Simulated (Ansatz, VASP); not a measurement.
## One calculation of AlN, two programs

File POSCAR:

```
AlN
1.0
    0.0000000000      2.0188685229      2.0188685229
    2.0188685229      0.0000000000      2.0188685229
    2.0188685229      2.0188685229      0.0000000000
Al N
1 1
Direct
    0.5000000000      0.5000000000      0.5000000000
    0.0000000000      0.0000000000      0.0000000000
```

The input INCAR.step1:

```
SYSTEM = AlN
ALGO     = Normal         ! electronic algorithm
EDIFF    = 1E-5           ! SCF threshold, eV
EDIFFG   = -0.005         ! ionic threshold
ENCUT    = 660            ! plane-wave cutoff, eV
GGA      = PE             ! functional
GGA_COMPAT= .False.      
IBRION   = 2              ! ionic algorithm
ISIF     = 3              ! what is computed and relaxed
ISMEAR   = 0              ! smearing method
LASPH    = .True.         ! aspherical terms in the spheres
LCHARG   = .False.        ! write CHGCAR
LREAL    = .False.        ! projectors in reciprocal space
LWAVE    = .True.         ! write WAVECAR
NELM     = 120            ! most SCF steps
NELMIN   = 4            
NSW      = 100            ! ionic steps
PREC     = Accurate       ! precision mode
SIGMA    = 0.01           ! smearing width, eV
```

File INCAR.step2:

```
SYSTEM = AlN
ALGO     = Normal         ! electronic algorithm
EDIFF    = 1E-7           ! SCF threshold, eV
EDIFFG   = -0.001         ! ionic threshold
ENCUT    = 660            ! plane-wave cutoff, eV
GGA_COMPAT= .False.      
IBRION   = 2              ! ionic algorithm
ISIF     = 3              ! what is computed and relaxed
ISMEAR   = 0              ! smearing method
ISTART   = 1            
LASPH    = .True.         ! aspherical terms in the spheres
LCHARG   = .False.        ! write CHGCAR
LMIXTAU  = .True.       
LREAL    = .False.        ! projectors in reciprocal space
LWAVE    = .False.        ! write WAVECAR
METAGGA  = R2SCAN         ! meta-GGA
NELM     = 120            ! most SCF steps
NELMIN   = 4            
NSW      = 80             ! ionic steps
PREC     = Accurate       ! precision mode
SIGMA    = 0.01           ! smearing width, eV
```

The input KPOINTS:

```
k-points
0
Gamma
  10 10 10
  0 0 0
```

Input for Ansatz:

```yaml
crystal:
  lattice:
    - [0.0, 2.0188685229, 2.0188685229]
    - [2.0188685229, 0.0, 2.0188685229]
    - [2.0188685229, 2.0188685229, 0.0]
  atoms:
    - { symbol: Al, position: [0.5, 0.5, 0.5] }
    - { symbol: "N", position: [0.0, 0.0, 0.0] }
basis:
  ecutwfc: 500
kpoints:
  mp_grid: { grid: [10, 10, 10] }
hamiltonian:
  xc: r2scan
scf:
  occupations: { method: fixed }
output:
  forces: true
  stress: true
  eigenvalues: true
  write_density: true
  write_potential: true
  elf: true
  volumetric_format: npy
relax:
  adjacent_minimum: "off"
  f_tol: 0.001
  max_steps: 60
  cell: { stress_tol: 0.01 }
```

Alike in both runs: task relaxation of cell and atoms; functional r2SCAN; k mesh 10 × 10 × 10; no spin polarisation.

```csv
,VASP,Ansatz
version,VASP 6.6.1,Ansatz 0.2.0
potentials or method,"VASP PAW PBE potentials, release 64 (Al, N), cutoff 660 eV","scalar-relativistic, plane waves, PAW"
occupations,"gaussian, width 0.01 eV",fixed
valence electrons in the cell,8,8
```

|  | VASP | Ansatz | Ansatz less VASP |
| --- | --- | --- | --- |
| gap on the k mesh at the Fermi level, each at its own relaxed structure (eV) | 5.55 | 5.52 | -0.031 |
| relaxed volume (Å³/atom) | 8.21 | 8.23 | +0.021 |
| relaxed cell length with the largest relative difference (Å) | 2.853 | 2.855 | +0.0024 |

VASP's potentials were made for PBE, not for r2SCAN.
